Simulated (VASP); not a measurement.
Wanted: the native input for a VASP 6.6.1 run.

```yaml
Task: single point
Functional: PBE
Potentials_or_basis: VASP PAW PBE potentials, release 64 (Al, N)
Cutoff: 520 eV
k_mesh: 10 × 10 × 10
Occupations: gaussian, width 0.05 eV
Spin: no spin polarisation
Dipole_correction: no
Further_INCAR_settings: ALGO = Normal; EDIFF = 1e-06; NBANDS = 11
```

The structure of AlN lies in POSCAR:

```
AlN
1.0
    0.0000000000      2.2346109109      2.2676347174
    2.2346109109      0.0000000000      2.2676347174
    2.2346109109      2.2346109109      0.0000000000
Al N
1 1
Direct
    0.0000000000      0.0000000000      0.0000000000
    0.7500000000      0.7500000000      0.7500000000
```

This cell differs from its parent crystal: strain +0.015 along x and y, +0.030 along z.

The input as run:

INCAR

```
SYSTEM = AlN
ALGO     = Normal         ! electronic algorithm
EDIFF    = 1E-6           ! SCF threshold, eV
ENCUT    = 520            ! plane-wave cutoff, eV
GGA      = PE             ! functional
ISIF     = 2              ! what is computed and relaxed
ISMEAR   = 0              ! smearing method
LASPH    = .True.         ! aspherical terms in the spheres
LCHARG   = .False.        ! write CHGCAR
LREAL    = .False.        ! projectors in reciprocal space
LWAVE    = .False.        ! write WAVECAR
NBANDS   = 11             ! bands
NELM     = 60             ! most SCF steps
PREC     = Accurate       ! precision mode
SIGMA    = 0.05           ! smearing width, eV
```

KPOINTS

```
k-points
0
Gamma
  10 10 10
  0 0 0
```

Potentials or basis: VASP PAW PBE potentials, release 64 (Al, N).

Launch:

```console
$ cat potpaw_PBE.64/Al/POTCAR potpaw_PBE.64/N/POTCAR > POTCAR
$ mpirun -np 1 vasp_std > vasp.out
```

Results of the run:

The pressure is -10.5 GPa and the band gap on the k mesh is 3.23 eV, indirect (least direct gap 3.46 eV).

Caveat: the cell differs from its parent crystal (strain +0.015 along x and y, +0.030 along z).

Run time: 15 s on 1 thread of Intel(R) Xeon(R) Platinum 8488C (Sapphire Rapids) (shared host), peak memory 0.15 GiB.
